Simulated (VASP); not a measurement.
# Fe (Cmce) in VASP: single point with PBEsol

Aim: the single point of Fe with PBEsol.

All numbers are computed with VASP 6.6.1; they aren't measurements. Logs are shortened: lines on timing, memory, paths and dates and some standing lists are left out, and cuts for length are marked.

**1. The cell of the first run**

It takes space group Cmce (No. 64, orthorhombic). The conventional cell has a = 3.877 Å, b = 6.571 Å, c = 3.882 Å, α = 90.00°, β = 90.00°, γ = 90.00°. Within 2.8 Å of Fe (site symmetry m) lie 7 Fe at 2.09 to 2.40 Å.

**2. Single point, PBEsol, collinear spin, ferromagnetic start**

Input file INCAR:

```
PREC = Accurate
ENCUT = 520
EDIFF = 1E-7
ISMEAR = 0
SIGMA = 0.1
LREAL = F
LASPH = T
NELM = 150
ALGO = Fast
ISIF = 2
LWAVE = F
LCHARG = F
ISPIN = 2
MAGMOM = 4 4 4 4
LORBIT = 11
LMAXMIX = 4
GGA = PS
NBANDS = 28
```

Input file KPOINTS:

```
regular mesh
0
Gamma
  6 6 6
```

Input file POSCAR:

```
Fe
1.0
    1.9385296171     -3.2854482047      0.0000000000
    1.9385296171      3.2854482047      0.0000000000
    0.0000000000      0.0000000000      3.8822163840
Fe
4
Direct
    0.1525000000      0.8475000000      0.0785000000
    0.6525000000      0.3475000000      0.4215000000
    0.8475000000      0.1525000000      0.9215000000
    0.3475000000      0.6525000000      0.5785000000
```

Potentials or basis: VASP PAW PBE potentials, release 64 (Fe).

On the command line:

```
cat potpaw_PBE.64/Fe/POTCAR > POTCAR
mpirun -np 1 vasp_std > vasp.out
```

OUTCAR:

```text
PREC = Accurate
   ENCUT = 520
   EDIFF = 1E-7
   ISMEAR = 0
   LREAL = F
   LASPH = T
   NELM = 150
   ISIF = 2
   ISPIN = 2
   LORBIT = 11
   GGA = PS

 ion  position               nearest neighbor table
   1  0.153  0.847  0.078-   3 2.09   4 2.33   4 2.33   2 2.35   2 2.35   3 2.40   3 2.40
   2  0.653  0.347  0.422-   4 2.09   3 2.33   3 2.33   1 2.35   1 2.35   4 2.40   4 2.40
   3  0.847  0.153  0.922-   1 2.09   2 2.33   2 2.33   4 2.35   4 2.35   1 2.40   1 2.40
   4  0.347  0.653  0.578-   2 2.09   1 2.33   1 2.33   3 2.35   3 2.35   2 2.40   2 2.40

  LATTYP: Found a base centered orthorhombic cell.
 ALAT       =     3.8770592342
 B/A-ratio  =     1.6948145521
 C/A-ratio  =     1.0013301705

  Lattice vectors:

 A1 = (   1.9385296171,  -3.2854482047,   0.0000000000)
 A2 = (   1.9385296171,   3.2854482047,   0.0000000000)
 A3 = (   0.0000000000,   0.0000000000,   3.8822163840)

Analysis of symmetry for initial positions (statically):
=====================================================================
 Subroutine PRICEL returns:
 Original cell was already a primitive cell.

 Routine SETGRP: Setting up the symmetry group for a
 base centered orthorhombic supercell.

 Subroutine GETGRP returns: Found  8 space group operations
 (whereof  4 operations were pure point group operations)
 out of a pool of  8 trial point group operations.

The static configuration has the point symmetry C_2h.
 The point group associated with its full space group is D_2h.

Analysis of symmetry for dynamics (positions and initial velocities):
=====================================================================
 Subroutine PRICEL returns:
 Original cell was already a primitive cell.

 Routine SETGRP: Setting up the symmetry group for a
 base centered orthorhombic supercell.

 Subroutine GETGRP returns: Found  8 space group operations
 (whereof  4 operations were pure point group operations)
 out of a pool of  8 trial point group operations.

The dynamic configuration has the point symmetry C_2h.
 The point group associated with its full space group is D_2h.

Analysis of structural, dynamic, and magnetic symmetry:
=====================================================================
 Subroutine PRICEL returns:
 Original cell was already a primitive cell.

 Routine SETGRP: Setting up the symmetry group for a
 base centered orthorhombic supercell.

 Subroutine GETGRP returns: Found  8 space group operations
 (whereof  4 operations were pure point group operations)
 out of a pool of  8 trial point group operations.

The overall configuration has the point symmetry C_2h.
 The point group associated with its full space group is D_2h.

 Subroutine INISYM returns: Found  8 space group operations
 (whereof  4 operations are pure point group operations),
 and found     1 'primitive' translations

----------------------------------------------------------------------------------------

                                     Primitive cell

  volume of cell :      49.4512

  direct lattice vectors                    reciprocal lattice vectors
     1.938529617 -3.285448205  0.000000000     0.257927450 -0.152186237  0.000000000
     1.938529617  3.285448205  0.000000000     0.257927450  0.152186237  0.000000000
     0.000000000  0.000000000  3.882216384     0.000000000  0.000000000  0.257584818

  length of vectors
     3.814717156  3.814717156  3.882216384     0.299478246  0.299478246  0.257584818

  position of ions in fractional coordinates (direct lattice)
     0.152500000  0.847500000  0.078500000
     0.652500000  0.347500000  0.421500000
     0.847500000  0.152500000  0.921500000
     0.347500000  0.652500000  0.578500000

  ion indices of the primitive-cell ions
   primitive index   ion index
                 1           1
                 2           2
                 3           3
                 4           4

----------------------------------------------------------------------------------------

 KPOINTS: regular mesh

Automatic generation of k-mesh.
 Grid dimensions read from file:
 generate k-points for:    6    6    6

 Generating k-lattice:

  Cartesian coordinates                     Fractional coordinates (reciprocal lattice)
     0.042987908 -0.025364373  0.000000000     0.166666667  0.000000000  0.000000000
     0.042987908  0.025364373  0.000000000     0.000000000  0.166666667  0.000000000
     0.000000000  0.000000000  0.042930803     0.000000000  0.000000000  0.166666667

  Length of vectors
     0.049913041  0.049913041  0.042930803

  Shift w.r.t. Gamma in fractional coordinates (k-lattice)
     0.000000000  0.000000000  0.000000000

 Subroutine IBZKPT returns following result:
 ===========================================

 Found     52 irreducible k-points:

 Following reciprocal coordinates:
            Coordinates               Weight
  0.000000  0.000000  0.000000      1.000000
  0.166667  0.000000  0.000000      4.000000
  0.333333  0.000000  0.000000      4.000000
  0.500000  0.000000  0.000000      2.000000
  0.166667  0.166667  0.000000      2.000000
  0.333333  0.166667  0.000000      4.000000
[... 16 lines left out ...]
  0.333333  0.333333  0.166667      4.000000
  0.500000  0.333333  0.166667      8.000000
 [... further k-points ...]
   k-points           NKPTS =     52   k-points in BZ     NKDIM =     52   number of bands    NBANDS=     28
   number of dos      NEDOS =    301   number of ions     NIONS =      4
   total plane-waves  NPLWV =  23520
   dimension x,y,z NGX =    28 NGY =   28 NGZ =   30
   dimension x,y,z NGXF=    56 NGYF=   56 NGZF=   60
   ions per type =               4
   NGX,Y,Z   is equivalent  to a cutoff of  12.20, 12.20, 12.85 a.u.
   NGXF,Y,Z  is equivalent  to a cutoff of  24.40, 24.40, 25.69 a.u.
 SYSTEM =  unknown system
   PREC   = accura    normal or accurate (medium, high low for compatibility)
   ISTART =      0    job   : 0-new  1-cont  2-samecut
   ICHARG =      2    charge: 1-file 2-atom 10-const
   ISPIN  =      2    spin polarized calculation?
   LNONCOLLINEAR =      F non collinear calculations
   LSORBIT =      F    spin-orbit coupling
   LASPH  =      T    aspherical Exc in radial PAW
   ENCUT  =  520.0 eV  38.22 Ry    6.18 a.u.   7.09  7.09  7.22*2*pi/ulx,y,z
   NELM   =    150;   NELMIN=  2; NELMDL= -5     # of ELM steps
   EDIFF  = 0.1E-06   stopping-criterion for ELM
   LREAL  =      F    real-space projection
   EDIFFG = 0.1E-05   stopping-criterion for IOM
   NSW    =      0    number of steps for IOM
   IBRION =     -1    ionic relax: 0-MD 1-quasi-New 2-CG
   NFREE  =      0    steps in history (QN), initial steepest desc. (CG)
   ISIF   =      2    stress and relaxation
   ISYM   =      2    0-nonsym 1-usesym 2-fastsym
   POTIM  = 0.5000    time-step for ionic-motion
   TEBEG  =    0.0;   TEEND  =   0.0 temperature during run
   PSTRESS=    0.0 pullay stress
   NELECT =      32.0000    total number of electrons
   NUPDOWN=      -1.0000    fix difference up-down
   EMIN   =  10.00;   EMAX   =-10.00  energy-range for DOS
   EFERMI =   0.00;   METHOD = LEGACY
   ISMEAR =     0;   SIGMA  =   0.10  broadening in eV -4-tet -1-fermi 0-gaus
   EFERMI_NEDOS =   21; number of points for ismear=-14 and -15
   IALGO  =     68    algorithm
   IMIX   =      4    mixing-type and parameters
     AMIX     =   0.40;   BMIX     =  1.00
     AMIX_MAG =   1.60;   BMIX_MAG =  1.00
  volume/ion in A,a.u.               =      12.36        83.43
  Fermi-wavevector in a.u.,A,eV,Ry     =   1.416009  2.675868 27.280774  2.005080
  Thomas-Fermi vector in A             =   2.537388
   LORBIT       =     11    0 simple, 1 ext, 2 COOP (PROOUT), +10 PAW based schemes
   GGA     = PS    functional components
   LHFCALC =     F    Hartree Fock is set to
   AEXX    =    0.0000 exact exchange contribution
   IVDW    =     0    specifies the selected vdW correction
   LEPSILON=     F    determine dielectric tensor
   LRPA    =     F    only Hartree local field effects (RPA)
 spin polarized calculation
 RMM-DIIS sequential band-by-band and
 Gauss-broadening in eV      SIGMA  =   0.10
  energy-cutoff  :      520.00
  volume of cell :       49.45
 maximum number of plane-waves:      1348
   NGX = 15   NGY = 15   NGZ = 15

 number of electron      32.0000000 magnetization      16.0000000

 number of electron      32.0000018 magnetization       1.2132889

 Free energy of the ion-electron system (eV)
  ---------------------------------------------------
  ext. energy  EPLUGINS =         0.00000000
  ---------------------------------------------------
  free energy    TOTEN  =       -32.53853669 eV

  energy without entropy =      -32.50295401  energy(sigma->0) =      -32.52074535

 E-fermi :   4.8607     XC(G=0): -12.6745

 val. band max:        4.8557278206   @ k =   0.5000   0.1667   0.5000
 cond. band min:       4.8620944276   @ k =   0.0000   0.0000   0.0000
 fundamental gap:      0.0063666070
 Fermi energy:         4.8607222372

 spin component 1

 k-point     1 :       0.0000    0.0000    0.0000
  band No.  band energies     occupation
      1      -2.9354      1.00000
      2       1.1229      1.00000
      3       1.2568      1.00000
      4       1.2770      1.00000
      5       1.9738      1.00000
      6       1.9958      1.00000
[... 20 lines left out ...]
     27      14.0862      0.00000
     28      15.7384      0.00000

 k-point     2 :       0.1667    0.0000    0.0000
  band No.  band energies     occupation
      1      -2.5256      1.00000
      2       0.9380      1.00000
      3       1.2406      1.00000
      4       1.7015      1.00000
      5       1.9094      1.00000
      6       2.1397      1.00000
[... 20 lines left out ...]
     27      16.6141      0.00000
     28      17.4070      0.00000

 k-point     3 :       0.3333    0.0000    0.0000
  band No.  band energies     occupation
      1      -1.3711      1.00000
      2       0.8879      1.00000
      3       1.4775      1.00000
      4       1.5084      1.00000
      5       1.8750      1.00000
      6       1.9245      1.00000
[... 616 lines left out ...]
      3       0.8163      1.00000
      4       1.1906      1.00000
      5       1.5237      1.00000
      6       1.7143      1.00000
[... 20 lines left out ...]
     27      17.8797      0.00000
     28      18.1206      0.00000

 k-point    24 :       0.5000    0.3333    0.1667
  band No.  band energies     occupation
      1      -0.2263      1.00000
      2       0.7014      1.00000
      3       0.9499      1.00000
      4       1.2269      1.00000
      5       1.6009      1.00000
      6       1.7779      1.00000
[... 20 lines left out ...]
     27      15.1019      0.00000
     28      16.8657      0.00000

 [... further k-points ...]

 spin component 2

 k-point     1 :       0.0000    0.0000    0.0000
  band No.  band energies     occupation
      1      -2.8817      1.00000
      2       1.3834      1.00000
      3       1.4871      1.00000
      4       1.5049      1.00000
      5       2.1686      1.00000
      6       2.2723      1.00000
[... 20 lines left out ...]
     27      14.2085      0.00000
     28      15.8760      0.00000

 k-point     2 :       0.1667    0.0000    0.0000
  band No.  band energies     occupation
      1      -2.4713      1.00000
      2       1.1678      1.00000
      3       1.4969      1.00000
      4       1.9116      1.00000
      5       2.1249      1.00000
      6       2.3675      1.00000
[... 20 lines left out ...]
     27      16.7356      0.00000
     28      17.5314      0.00000

 k-point     3 :       0.3333    0.0000    0.0000
  band No.  band energies     occupation
      1      -1.3131      1.00000
      2       1.1112      1.00000
      3       1.6329      1.00000
      4       1.7340      1.00000
      5       2.0655      1.00000
      6       2.1906      1.00000
[... 616 lines left out ...]
      3       0.9250      1.00000
      4       1.4015      1.00000
      5       1.7296      1.00000
      6       1.9293      1.00000
[... 20 lines left out ...]
     27      18.0132      0.00000
     28      18.2181      0.00000

 k-point    24 :       0.5000    0.3333    0.1667
  band No.  band energies     occupation
      1      -0.1508      1.00000
      2       0.8673      1.00000
      3       1.1674      1.00000
      4       1.4420      1.00000
      5       1.8117      1.00000
      6       1.9868      1.00000
[... 20 lines left out ...]
     27      15.2554      0.00000
     28      16.9793      0.00000

 [... further k-points ...]

------------------------ aborting loop because EDIFF is reached ----------------------------------------

  FORCE on cell =-STRESS in cart. coord.  units (eV):
  Direction    XX          YY          ZZ          XY          YZ          ZX
  --------------------------------------------------------------------------------------
  -------------------------------------------------------------------------------------
  Total       -3.8175780     -4.3462937     -4.1695870      0.0000000     -0.0000000      0.0000000
  in kB     -123.6863311   -140.8162753   -135.0911260      0.0000000     -0.0000000      0.0000000
  external PRESSURE =    -133.1979108 kB  Pullay stress =       0.0000000 kB

 VOLUME and BASIS-vectors are now :
 -----------------------------------------------------------------------------
  energy-cutoff  :      520.00
  volume of cell :       49.45
      direct lattice vectors                 reciprocal lattice vectors
     1.938529617 -3.285448205  0.000000000     0.257927450 -0.152186237  0.000000000
     1.938529617  3.285448205  0.000000000     0.257927450  0.152186237  0.000000000
     0.000000000  0.000000000  3.882216384     0.000000000  0.000000000  0.257584818

 POSITION                                       TOTAL-FORCE (eV/Angst)
 -----------------------------------------------------------------------------------
      1.93853      2.28339      0.30475         0.000000      0.221979     -0.560409
      1.93853     -1.00206      1.63635         0.000000      0.221979      0.560409
      1.93853     -2.28339      3.57746         0.000000     -0.221979      0.560409
      1.93853      1.00206      2.24586         0.000000     -0.221979     -0.560409
 -----------------------------------------------------------------------------------
    total drift:                                0.000000      0.000000     -0.000000

  FREE ENERGIE OF THE ION-ELECTRON SYSTEM (eV)
  ---------------------------------------------------
  free  energy   TOTEN  =       -32.5385366949 eV

  energy  without entropy=      -32.5029540120  energy(sigma->0) =      -32.52074535

 total charge

# of ion       s       p       d       tot
------------------------------------------
    1        0.540   0.511   6.378   7.430
    2        0.540   0.511   6.378   7.430
    3        0.540   0.511   6.378   7.430
    4        0.540   0.511   6.378   7.430
--------------------------------------------------
tot          2.161   2.044  25.514  29.718

 magnetization (x)

# of ion       s       p       d       tot
------------------------------------------
    1        0.000   0.000   0.296   0.297
    2        0.000   0.000   0.296   0.297
    3        0.000   0.000   0.296   0.297
    4        0.000   0.000   0.296   0.297
--------------------------------------------------
tot          0.001   0.002   1.184   1.187
```

Run time: 3.2 min. Hardware: 1 thread of Intel Xeon 6975P-C (Granite Rapids), shared host; peak memory 0.23 GiB.

What came out:

```yaml
Free_energy: -32.5385 eV
Pressure: -13.3 GPa
Largest_force: 0.603 eV/Å
Net_moment: 1.21 μB per cell
Site_moments: Fe +0.30 μB
Valence_electrons_inside_the_program's_atomic_spheres: Fe 7.43
```

Forces in eV/Å, atoms in the order of the input:
```
Fe   0.000  0.222 -0.560
Fe   0.000  0.222  0.560
Fe   0.000 -0.222  0.560
Fe   0.000 -0.222 -0.560
```

Levels at points of the mesh, in eV from the Fermi level:
Spin up:
```
           k point  band 14  band 15  band 16  band 17  band 18  band 19
(0.00, 0.00, 0.00)    -0.98    -0.68    -0.66    -0.39     0.47     0.55
(0.50, 0.00, 0.00)    -0.87    -0.17    -0.17    -0.02    -0.02     0.39
(0.50, 0.50, 0.00)    -0.58    -0.42     0.03     0.33     0.36     0.36
(0.00, 0.00, 0.50)    -1.17    -0.92    -0.92    -0.11    -0.11     0.68
(0.50, 0.00, 0.50)    -0.61    -0.22    -0.22     0.20     0.20     0.60
(0.50, 0.50, 0.50)    -0.82    -0.51    -0.51     0.27     0.27     0.65
```
Spin down:
| k point | band 12 | band 13 | band 14 | band 15 | band 16 | band 17 | band 18 | band 19 | band 20 | band 21 |
| --- | --- | --- | --- | --- | --- | --- | --- | --- | --- | --- |
| (0.00, 0.00, 0.00) | -1.01 | -1.00 | -0.67 | -0.43 | -0.35 | 0.00 | 0.83 | 0.89 | 1.33 | 1.36 |
| (0.50, 0.00, 0.00) | -1.25 | -0.60 | -0.60 | 0.14 | 0.14 | 0.33 | 0.33 | 0.68 | 0.68 | 1.34 |
| (0.50, 0.50, 0.00) | -0.79 | -0.70 | -0.28 | -0.01 | 0.29 | 0.63 | 0.66 | 0.67 | 1.02 | 1.31 |
| (0.00, 0.00, 0.50) | -1.10 | -0.91 | -0.91 | -0.67 | -0.67 | 0.26 | 0.26 | 1.00 | 1.00 | 1.20 |
| (0.50, 0.00, 0.50) | -1.62 | -0.31 | -0.31 | 0.08 | 0.08 | 0.47 | 0.47 | 0.92 | 0.92 | 1.47 |
| (0.50, 0.50, 0.50) | -1.93 | -0.52 | -0.52 | -0.21 | -0.21 | 0.58 | 0.58 | 0.93 | 0.93 | 1.52 |

Caveat: the cell stands under tension; the PAW data sets were made with another functional, which shifts forces and pressure a little.
